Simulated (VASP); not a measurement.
Wanted: the native input for a VASP 6.6.1 run.

| Item | Value |
| --- | --- |
| Task | single point |
| Functional | r2SCAN |
| Potentials or basis | VASP PAW PBE potentials, release 64 (Mg_sv, O) |
| Cutoff | 920 eV |
| k mesh | 10 × 10 × 10 |
| Occupations | gaussian, width 0.05 eV |
| Spin | no spin polarisation |
| Dipole correction | no |
| Further INCAR settings | ALGO = Normal; EDIFF = 1e-06; NBANDS = 15 |

The system is MgO.

```
Mg O
1.0
     0.00000    2.13515    2.13515
     2.16718    0.00000    2.13515
     2.16718    2.13515    0.00000
Mg O
1 1
Direct
  0.00000 0.00000 0.00000
  0.50000 0.50000 0.50000
```

This cell differs from its parent crystal: strain +0.0150 x Voigt [1, 0, 0, 0, 0, 0].

One way to write it, as run:

POSCAR

```
MgO
1.0
    0.0000000000      2.1351500000      2.1351500000
    2.1671772500      0.0000000000      2.1351500000
    2.1671772500      2.1351500000      0.0000000000
Mg O
1 1
Direct
    0.0000000000      0.0000000000      0.0000000000
    0.5000000000      0.5000000000      0.5000000000
```

INCAR.step1

```
SYSTEM = MgO
PREC = Accurate ; ENCUT = 920
ISMEAR = 0 ; SIGMA = 0.05
LREAL = .FALSE. ; LASPH = .TRUE.
NELM = 120 ; NBANDS = 15
GGA = PE ; ALGO = Normal
EDIFF = 1E-5 ; LWAVE = .TRUE.
LCHARG = .FALSE. ; GGA_COMPAT = .FALSE.
```

INCAR.step2

```
SYSTEM = MgO
PREC = Accurate ; ENCUT = 920
EDIFF = 1E-6 ; ISMEAR = 0
SIGMA = 0.05 ; LREAL = .FALSE.
LASPH = .TRUE. ; NELM = 120
ALGO = Normal ; ISIF = 2
LWAVE = .FALSE. ; LCHARG = .FALSE.
METAGGA = R2SCAN ; LMIXTAU = .TRUE.
NBANDS = 15 ; ISTART = 1
GGA_COMPAT = .FALSE.
```

KPOINTS

```
regular mesh
0
G
  10 10 10
  0 0 0
```

Potentials or basis: VASP PAW PBE potentials, release 64 (Mg_sv, O).

Launch:

```console
$ cat potpaw_PBE.64/Mg_sv/POTCAR potpaw_PBE.64/O/POTCAR > POTCAR
$ cp INCAR.step1 INCAR
$ mpirun -np 1 vasp_std > vasp.out
$ cp INCAR.step2 INCAR
$ mpirun -np 1 vasp_std > vasp.out
```

Results of the run:

- Pressure: -8.4 GPa
- Band gap on the k mesh: 5.08 eV

Caveat: the cell differs from its parent crystal (strain +0.0150 x Voigt [1, 0, 0, 0, 0, 0]); the cell stands under tension; the PAW data sets were made with another functional, which shifts forces and pressure a little.

Wall time 4.6 min on 1 thread of Intel(R) Xeon(R) 6975P-C (Granite Rapids) (shared host), peak memory 0.21 GiB.
